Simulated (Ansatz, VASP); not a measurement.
## CrPb in VASP and in Ansatz

```
CELL_PARAMETERS angstrom
3.23598 0.00000 3.23598
0.00000 3.23598 3.23598
0.00000 0.00000 6.47196
ATOMIC_POSITIONS crystal
Cr 0.00000 0.00000 0.00000
Cr 0.00000 0.00000 0.50000
Pb 0.50000 0.50000 0.75000
Pb 0.50000 0.50000 0.25000
```

Alike in both runs: task single point; functional PBEsol; k mesh 12 × 12 × 6; occupations gaussian, width 0.1 eV; collinear spin.

|  | VASP | Ansatz |
| --- | --- | --- |
| version | VASP 6.6.1 | Ansatz 0.2.0 |
| potentials or method | VASP PAW PBE potentials, release 64 (Cr_pv, Pb_d), cutoff 520 eV | scalar-relativistic, plane waves, PAW |
| valence electrons in the cell | 52 | 56 |

```tsv
	VASP	Ansatz	Ansatz less VASP
gap on the k mesh at the Fermi level (eV)	none	none	-
pressure (GPa)	19.2	19.1	-0.05
net moment per atom (μB)	0.00	0.00	0.000
size of the moment on the site where the two differ most (μB)	3.16	3.14	-0.023
```

VASP's potentials were made for PBE, not for PBEsol. Site moments also hang on the region over which each program counts them. A gap of «none» marks a metal or a gap that the smearing closes. VASP's potentials hold 52 valence electrons a cell and Ansatz's 56, so a difference there can come from the potentials and not from the codes.

Neither program's run includes spin-orbit coupling.
